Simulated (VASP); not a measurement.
Runs of VASP 6.6.1 on Zn. The structure is that of space group R-3m (No. 166), or close to it. The cells are those of the table. 

```csv
cell,gap on the mesh (eV),pressure (GPa),largest force (eV/Å)
"a = 2.619, b = 2.619, c = 7.187 Å, angles 101.1, 101.1, 60.0°, 3 atoms",none,(a),0.02
"a = 2.619, b = 2.619, c = 7.401 Å, angles 100.7, 100.7, 60.0°, 3 atoms",none,-0.3,0.01
"a = 2.619, b = 2.619, c = 7.329 Å, angles 100.8, 100.8, 60.0°, 3 atoms",none,0.5,0.01
"a = 2.619, b = 2.619, c = 7.757 Å, angles 100.2, 100.2, 60.0°, 3 atoms",none,-3.3,0.01
"a = 2.619, b = 2.619, c = 7.615 Å, angles 100.4, 100.4, 60.0°, 3 atoms",none,(b),-
```

Alike in all rows: task single point; level PBEsol; potentials or basis VASP PAW PBE potentials, release 64 (Zn); no spin polarisation; k mesh 10 × 10 × 3; cutoff (eV) 520; smearing fermi-dirac 0.05 eV.

Problem. Fill in the values left out.

Solution. (a) 2.3; (b) -2.2.

Caveats: the PAW data sets were made with another functional, which shifts forces and pressure a little; the cell stands under tension (at least some runs).

A gap of «none» marks levels without a gap at the run's occupations.
